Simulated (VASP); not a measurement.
# Ta2W (P-3m1) in VASP: notebook

The runs below take Ta2W through single point, relaxation of cell and atoms, with PBE.

Program: VASP 6.6.1. These are calculated values, not measurements. Logs are shortened: lines on timing, memory, paths and dates and some standing lists are left out, and cuts for length are marked.

### Step 1. The cell of the first run

It takes space group P-3m1 (No. 164, trigonal). Conventional cell: a = 2.883 Å, b = 2.883 Å, c = 7.062 Å, α = 90.00°, β = 90.00°, γ = 120.00°. Within 3.8 Å of Ta (site symmetry 3m) lie 3 W at 2.88 Å and 9 Ta at 2.88 Å. Within 3.8 Å of W (site symmetry -3m) lie 6 Ta at 2.88 Å and 6 W at 2.88 Å.

### Step 2. Single point, PBE

INCAR

```
ALGO     = Normal         # electronic algorithm
EDIFF    = 1E-7           # SCF threshold, eV
ENCUT    = 520            # plane-wave cutoff, eV
GGA      = PE             # functional
ISIF     = 2              # what is computed and relaxed
ISMEAR   = 0              # smearing method
LASPH    = True           # aspherical terms in the spheres
LCHARG   = False          # write CHGCAR
LREAL    = False          # projectors in reciprocal space
LWAVE    = False          # write WAVECAR
NBANDS   = 25             # bands
NELM     = 100            # most SCF steps
PREC     = Accurate       # precision mode
SIGMA    = 0.1            # smearing width, eV
```

KPOINTS

```
k-points
0
Gamma
  6 6 4
```

POSCAR

```
Ta2W
1.0
    2.8832532300      0.0000000000      0.0000000000
   -1.4416266100      2.4969705400      0.0000000000
    0.0000000000      0.0000000000      7.0624992100
Ta W
2 1
Direct
    0.6666666700      0.3333333300      0.8333333300
    0.3333333300      0.6666666700      0.1666666700
    0.0000000000      0.0000000000      0.5000000000
```

Potentials or basis: VASP PAW PBE potentials, release 64 (Ta_pv, W_sv).

Launch:

```sh
cat potpaw_PBE.64/Ta_pv/POTCAR potpaw_PBE.64/W_sv/POTCAR > POTCAR
mpirun -np 1 vasp_std > vasp.out
```

OUTCAR:

```text
EDIFF = 1E-7
   ENCUT = 520
   GGA = PE
   ISIF = 2
   ISMEAR = 0
   LASPH = True
   LREAL = False
   NELM = 100
   PREC = Accurate

 ion  position               nearest neighbor table
   1  0.667  0.333  0.833-   3 2.88   3 2.88   3 2.88   2 2.88   2 2.88   2 2.88
   2  0.333  0.667  0.167-   3 2.88   3 2.88   3 2.88   1 2.88   1 2.88   1 2.88
   3  0.000  0.000  0.500-   1 2.88   2 2.88   2 2.88   1 2.88   1 2.88   2 2.88

  LATTYP: Found a hexagonal cell.
 ALAT       =     2.8832532300
 C/A-ratio  =     2.4494897418

  Lattice vectors:

 A1 = (   2.8832532300,   0.0000000000,   0.0000000000)
 A2 = (  -1.4416266100,   2.4969705400,   0.0000000000)
 A3 = (   0.0000000000,   0.0000000000,   7.0624992100)

Analysis of symmetry for initial positions (statically):
=====================================================================
 Subroutine PRICEL returns:
 Original cell was already a primitive cell.

 Routine SETGRP: Setting up the symmetry group for a
 hexagonal supercell.

 Subroutine GETGRP returns: Found 12 space group operations
 (whereof 12 operations were pure point group operations)
 out of a pool of 24 trial point group operations.

The static configuration has the point symmetry D_3d.

Analysis of symmetry for dynamics (positions and initial velocities):
=====================================================================
 Subroutine PRICEL returns:
 Original cell was already a primitive cell.

 Routine SETGRP: Setting up the symmetry group for a
 hexagonal supercell.

 Subroutine GETGRP returns: Found 12 space group operations
 (whereof 12 operations were pure point group operations)
 out of a pool of 24 trial point group operations.

The dynamic configuration has the point symmetry D_3d.

 Subroutine INISYM returns: Found 12 space group operations
 (whereof 12 operations are pure point group operations),
 and found     1 'primitive' translations

----------------------------------------------------------------------------------------

                                     Primitive cell

  volume of cell :      50.8457

  direct lattice vectors                    reciprocal lattice vectors
     2.883253230  0.000000000  0.000000000     0.346830445  0.200242650  0.000000000
[... 81 lines left out ...]
   ISPIN  =      1    spin polarized calculation?
   LNONCOLLINEAR =      F non collinear calculations
   LSORBIT =      F    spin-orbit coupling
   LASPH  =      T    aspherical Exc in radial PAW
   ENCUT  =  520.0 eV  38.22 Ry    6.18 a.u.   5.36  5.36 13.13*2*pi/ulx,y,z
   NELM   =    100;   NELMIN=  2; NELMDL= -5     # of ELM steps
   EDIFF  = 0.1E-06   stopping-criterion for ELM
   LREAL  =      F    real-space projection
   EDIFFG = 0.1E-05   stopping-criterion for IOM
   NSW    =      0    number of steps for IOM
   IBRION =     -1    ionic relax: 0-MD 1-quasi-New 2-CG
   NFREE  =      0    steps in history (QN), initial steepest desc. (CG)
   ISIF   =      2    stress and relaxation
   ISYM   =      2    0-nonsym 1-usesym 2-fastsym
   POTIM  = 0.5000    time-step for ionic-motion
   TEBEG  =    0.0;   TEEND  =   0.0 temperature during run
   PSTRESS=    0.0 pullay stress
   NELECT =      36.0000    total number of electrons
   NUPDOWN=      -1.0000    fix difference up-down
   EMIN   =  10.00;   EMAX   =-10.00  energy-range for DOS
   EFERMI =   0.00;   METHOD = LEGACY
   ISMEAR =     0;   SIGMA  =   0.10  broadening in eV -4-tet -1-fermi 0-gaus
   EFERMI_NEDOS =   21; number of points for ismear=-14 and -15
   IALGO  =     38    algorithm
   IMIX   =      4    mixing-type and parameters
     AMIX     =   0.40;   BMIX     =  1.00
     AMIX_MAG =   1.60;   BMIX_MAG =  1.00
  volume/ion in A,a.u.               =      16.95       114.37
  Fermi-wavevector in a.u.,A,eV,Ry     =   1.459119  2.757336 28.967199  2.129029
  Thomas-Fermi vector in A             =   2.575724
   LORBIT       =      0    0 simple, 1 ext, 2 COOP (PROOUT), +10 PAW based schemes
   GGA     = PE    functional components
   LHFCALC =     F    Hartree Fock is set to
   AEXX    =    0.0000 exact exchange contribution
   IVDW    =     0    specifies the selected vdW correction
   LEPSILON=     F    determine dielectric tensor
   LRPA    =     F    only Hartree local field effects (RPA)
 non-spin polarized calculation
 Gauss-broadening in eV      SIGMA  =   0.10
  energy-cutoff  :      520.00
  volume of cell :       50.85
 maximum number of plane-waves:      1406
 NGX is ok and might be reduce to    24
   NGX = 11   NGY = 11   NGZ = 27

 number of electron      35.9999997 magnetization

 Free energy of the ion-electron system (eV)
  ---------------------------------------------------
  ext. energy  EPLUGINS =         0.00000000
  ---------------------------------------------------
  free energy    TOTEN  =       -35.39219770 eV

  energy without entropy =      -35.37123702  energy(sigma->0) =      -35.38171736

 E-fermi :   7.6682     XC(G=0): -13.0415

 val. band max:        7.6587753434   @ k =   0.0000   0.1667   0.2500
 cond. band min:       7.6924076124   @ k =   0.3333  -0.0000   0.5000
 fundamental gap:      0.0336322691
 Fermi energy:         7.6682141541

 k-point     1 :       0.0000    0.0000    0.0000
  band No.  band energies     occupation
      1     -66.0347      2.00000
      2     -30.3198      2.00000
      3     -29.8498      2.00000
      4     -29.8498      2.00000
      5     -26.7076      2.00000
      6     -25.9392      2.00000
[... 661 lines left out ...]
     24      13.3548      0.00000
     25      13.3548      0.00000

------------------------ aborting loop because EDIFF is reached ----------------------------------------

  FORCE on cell =-STRESS in cart. coord.  units (eV):
  Direction    XX          YY          ZZ          XY          YZ          ZX
  --------------------------------------------------------------------------------------
  -------------------------------------------------------------------------------------
  Total        4.5905858      4.5905858      4.3984065      0.0000000      0.0000000      0.0000000
  in kB      144.6518775    144.6518772    138.5962024      0.0000003      0.0000000      0.0000000
  external PRESSURE =     142.6333191 kB  Pullay stress =       0.0000000 kB

 VOLUME and BASIS-vectors are now :
 -----------------------------------------------------------------------------
  energy-cutoff  :      520.00
  volume of cell :       50.85
      direct lattice vectors                 reciprocal lattice vectors
     2.883253230  0.000000000  0.000000000     0.346830445  0.200242650  0.000000000
    -1.441626610  2.496970540  0.000000000     0.000000000  0.400485302  0.000000000
     0.000000000  0.000000000  7.062499210     0.000000000  0.000000000  0.141592936

 POSITION                                       TOTAL-FORCE (eV/Angst)
 -----------------------------------------------------------------------------------
      1.44163      0.83232      5.88542        -0.000000      0.000000     -0.414665
     -0.00000      1.66465      1.17708         0.000000      0.000000      0.414665
      0.00000      0.00000      3.53125        -0.000000      0.000000      0.000000
 -----------------------------------------------------------------------------------
    total drift:                               -0.000000     -0.000000      0.000000

  FREE ENERGIE OF THE ION-ELECTRON SYSTEM (eV)
  ---------------------------------------------------
  free  energy   TOTEN  =       -35.3921977038 eV

  energy  without entropy=      -35.3712370199  energy(sigma->0) =      -35.38171736
```

OSZICAR:

```text
N       E                     dE             d eps       ncg     rms          rms(c)
DAV:   1     0.358116484928E+03    0.35812E+03   -0.21171E+04  1208   0.157E+03
DAV:   2    -0.249503681272E+02   -0.38307E+03   -0.37540E+03  1359   0.463E+02
DAV:   3    -0.368345540462E+02   -0.11884E+02   -0.11658E+02  1505   0.801E+01
DAV:   4    -0.369893314797E+02   -0.15478E+00   -0.15401E+00  1405   0.929E+00
DAV:   5    -0.369916824745E+02   -0.23510E-02   -0.23499E-02  1552   0.106E+00    0.277E+01
DAV:   6    -0.360717982340E+02    0.91988E+00   -0.51023E+00  1516   0.138E+01    0.124E+01
DAV:   7    -0.370621174780E+02   -0.99032E+00   -0.17357E+01  1562   0.158E+01    0.860E+00
DAV:   8    -0.353903534895E+02    0.16718E+01   -0.78814E+00  1467   0.123E+01    0.136E+00
DAV:   9    -0.353942078544E+02   -0.38544E-02   -0.20728E-01  1485   0.244E+00    0.101E+00
DAV:  10    -0.353928953433E+02    0.13125E-02   -0.10544E-02  1374   0.702E-01    0.362E-01
DAV:  11    -0.353922982097E+02    0.59713E-03   -0.16443E-03  1484   0.255E-01    0.232E-01
DAV:  12    -0.353922070324E+02    0.91177E-04   -0.58012E-04  1577   0.144E-01    0.859E-02
DAV:  13    -0.353921973423E+02    0.96901E-05   -0.63131E-05  1331   0.527E-02    0.266E-02
DAV:  14    -0.353921976968E+02   -0.35446E-06   -0.48470E-06  1435   0.152E-02    0.255E-03
DAV:  15    -0.353921977038E+02   -0.70327E-08   -0.43993E-07  1321   0.483E-03
   1 F= -.35392198E+02 E0= -.35381717E+02  d E =-.209607E-01
```

Run time: 40 s. Hardware: 1 thread of Intel Xeon 8259CL, shared host; peak memory 0.19 GiB.

What came out:

```yaml
Free_energy: -35.3922 eV
Pressure: 14.3 GPa
Largest_force: 0.415 eV/Å
Band_gap_on_the_k_mesh: zero (bands 18 and 19 overlap by 1.48 eV)
```

Forces on the atoms (eV/Å):
```
Ta   0.000  0.000 -0.415
Ta   0.000  0.000  0.415
W    0.000  0.000  0.000
```

Caveat: the k points lie up to 0.42 Å⁻¹ apart, too coarse for converged energies and pressures of a metal; spin-orbit coupling is left out, which moves the levels of the heavy elements.

### Step 3. Single point, PBE

This run uses another cell than the first one, of 17.96 Å³/atom.

INCAR

```
SYSTEM = Ta2W
PREC = Accurate
ENCUT = 520
EDIFF = 1E-6
ISMEAR = 0
SIGMA = 0.1
LREAL = .False.
LASPH = .True.
NELM = 80
ALGO = Normal
ISIF = 2
LWAVE = .False.
LCHARG = .False.
GGA = PE
NBANDS = 25
```

KPOINTS

```
regular mesh
0
Gamma
  6 6 4
  0 0 0
```

POSCAR

```
Ta2W
1.0
    3.0966557150     -0.0000000031      0.0000000000
   -1.5483278548      2.6817825175      0.0000000000
    0.0000000000      0.0000000000      6.4889677357
Ta W
2 1
Direct
    0.6666666667      0.3333333333      0.8238836915
    0.3333333333      0.6666666667      0.1761163085
    0.0000000000      0.0000000000      0.5000000000
```

Potentials or basis: VASP PAW PBE potentials, release 64 (Ta_pv, W_sv).

Launch:

```sh
cat potpaw_PBE.64/Ta_pv/POTCAR potpaw_PBE.64/W_sv/POTCAR > POTCAR
mpirun -np 1 vasp_std > vasp.out
```

OUTCAR:

```text
SYSTEM = Ta2W
   PREC = Accurate
   ENCUT = 520
   EDIFF = 1E-6
   ISMEAR = 0
   LREAL = .False.
   LASPH = .True.
   NELM = 80
   ISIF = 2
   GGA = PE

 ion  position               nearest neighbor table
   1  0.667  0.333  0.824-   3 2.76   3 2.76   3 2.76   2 2.90   2 2.90   2 2.90
   2  0.333  0.667  0.176-   3 2.76   3 2.76   3 2.76   1 2.90   1 2.90   1 2.90
   3  0.000  0.000  0.500-   1 2.76   2 2.76   2 2.76   1 2.76   1 2.76   2 2.76

  LATTYP: Found a hexagonal cell.
 ALAT       =     3.0966557150
 C/A-ratio  =     2.0954760015

  Lattice vectors:

 A1 = (   3.0966557150,  -0.0000000031,   0.0000000000)
 A2 = (  -1.5483278548,   2.6817825175,   0.0000000000)
 A3 = (   0.0000000000,   0.0000000000,   6.4889677357)

Analysis of symmetry for initial positions (statically):
=====================================================================
 Subroutine PRICEL returns:
 Original cell was already a primitive cell.

 Routine SETGRP: Setting up the symmetry group for a
 hexagonal supercell.

[... 163 lines left out ...]
  ---------------------------------------------------
  free energy    TOTEN  =       -35.72060728 eV

  energy without entropy =      -35.70488142  energy(sigma->0) =      -35.71274435

 E-fermi :   6.8837     XC(G=0): -12.6984

 val. band max:        6.8422329388   @ k =   0.3333   0.1667   0.5000
 cond. band min:       6.8899672271   @ k =   0.5000  -0.0000   0.2500
 fundamental gap:      0.0477342883
 Fermi energy:         6.8836893851

 k-point     1 :       0.0000    0.0000    0.0000
  band No.  band energies     occupation
      1     -66.4176      2.00000
      2     -30.6915      2.00000
      3     -30.4907      2.00000
      4     -30.4907      2.00000
      5     -27.2794      2.00000
      6     -26.7382      2.00000
[... 661 lines left out ...]
     24      11.9561      0.00000
     25      11.9561      0.00000

------------------------ aborting loop because EDIFF is reached ----------------------------------------

  FORCE on cell =-STRESS in cart. coord.  units (eV):
  Direction    XX          YY          ZZ          XY          YZ          ZX
  --------------------------------------------------------------------------------------
  -------------------------------------------------------------------------------------
  Total        0.0760295      0.0760295      0.0371098      0.0000000      0.0000000     -0.0000000
  in kB        2.2604789      2.2604789      1.1033350      0.0000000      0.0000000     -0.0000000
  external PRESSURE =       1.8747643 kB  Pullay stress =       0.0000000 kB

 VOLUME and BASIS-vectors are now :
 -----------------------------------------------------------------------------
  energy-cutoff  :      520.00
  volume of cell :       53.89
      direct lattice vectors                 reciprocal lattice vectors
     3.096655715 -0.000000003  0.000000000     0.322929022  0.186443157  0.000000000
    -1.548327855  2.681782517  0.000000000     0.000000000  0.372886315  0.000000000
     0.000000000  0.000000000  6.488967736     0.000000000  0.000000000  0.154107716

 POSITION                                       TOTAL-FORCE (eV/Angst)
 -----------------------------------------------------------------------------------
      1.54833      0.89393      5.34615        -0.000000      0.000000      0.029248
      0.00000      1.78786      1.14281         0.000000     -0.000000     -0.029248
      0.00000      0.00000      3.24448        -0.000000     -0.000000      0.000000
 -----------------------------------------------------------------------------------
    total drift:                                0.000000      0.000000     -0.000000

  FREE ENERGIE OF THE ION-ELECTRON SYSTEM (eV)
  ---------------------------------------------------
  free  energy   TOTEN  =       -35.7206072801 eV

  energy  without entropy=      -35.7048814166  energy(sigma->0) =      -35.71274435
```

OSZICAR:

```text
N       E                     dE             d eps       ncg     rms          rms(c)
DAV:   1     0.359084380973E+03    0.35908E+03   -0.21448E+04  1208   0.157E+03
DAV:   2    -0.253637112984E+02   -0.38445E+03   -0.37689E+03  1398   0.462E+02
DAV:   3    -0.369345029234E+02   -0.11571E+02   -0.11285E+02  1535   0.793E+01
DAV:   4    -0.370989296152E+02   -0.16443E+00   -0.16347E+00  1387   0.940E+00
DAV:   5    -0.371018158564E+02   -0.28862E-02   -0.28841E-02  1527   0.114E+00    0.261E+01
DAV:   6    -0.360513493878E+02    0.10505E+01   -0.14205E+00  1318   0.972E+00    0.118E+01
DAV:   7    -0.359055172471E+02    0.14583E+00   -0.20282E+00  1544   0.843E+00    0.259E+00
DAV:   8    -0.357229967753E+02    0.18252E+00   -0.91182E-01  1494   0.476E+00    0.842E-01
DAV:   9    -0.357207626812E+02    0.22341E-02   -0.26251E-02  1374   0.103E+00    0.491E-01
DAV:  10    -0.357206429824E+02    0.11970E-03   -0.20140E-03  1551   0.360E-01    0.868E-02
DAV:  11    -0.357206128555E+02    0.30127E-04   -0.26649E-04  1407   0.129E-01    0.735E-02
DAV:  12    -0.357206100820E+02    0.27735E-05   -0.26922E-05  1550   0.346E-02    0.198E-02
DAV:  13    -0.357206072101E+02    0.28720E-05   -0.40201E-06  1094   0.144E-02    0.304E-03
DAV:  14    -0.357206072801E+02   -0.70093E-07   -0.19308E-07   721   0.344E-03
   1 F= -.35720607E+02 E0= -.35712744E+02  d E =-.157259E-01
```

stdout:

```text
POSCAR found type information on POSCAR TaW
 POSCAR found :  2 types and       3 ions
 scaLAPACK will be used
 LDA part: xc-table for (Slater+PW92), standard interpolation
 POSCAR, INCAR and KPOINTS ok, starting setup
 FFT: planning ... GRIDC
 FFT: planning ... GRID_SOFT
 FFT: planning ... GRID
 WAVECAR not read
 entering main loop
```

It took 33 s on 1 thread of Intel Xeon 8259CL, shared host; peak memory 0.18 GiB.

Results:

| Item | Value |
| --- | --- |
| Free energy | -35.7206 eV |
| Pressure | 0.2 GPa |
| Largest force | 0.029 eV/Å |
| Band gap on the k mesh | zero (bands 18 and 19 overlap by 1.18 eV) |

Forces on the atoms (eV/Å):
```
Ta   0.000  0.000  0.029
Ta   0.000  0.000 -0.029
W    0.000  0.000  0.000
```

Caveat: the k points lie up to 0.39 Å⁻¹ apart, too coarse for converged energies and pressures of a metal; spin-orbit coupling is left out, which moves the levels of the heavy elements.

[end of part 1 of 2]

The gap in the log of VASP goes by the Fermi energy; the results here count the filled bands.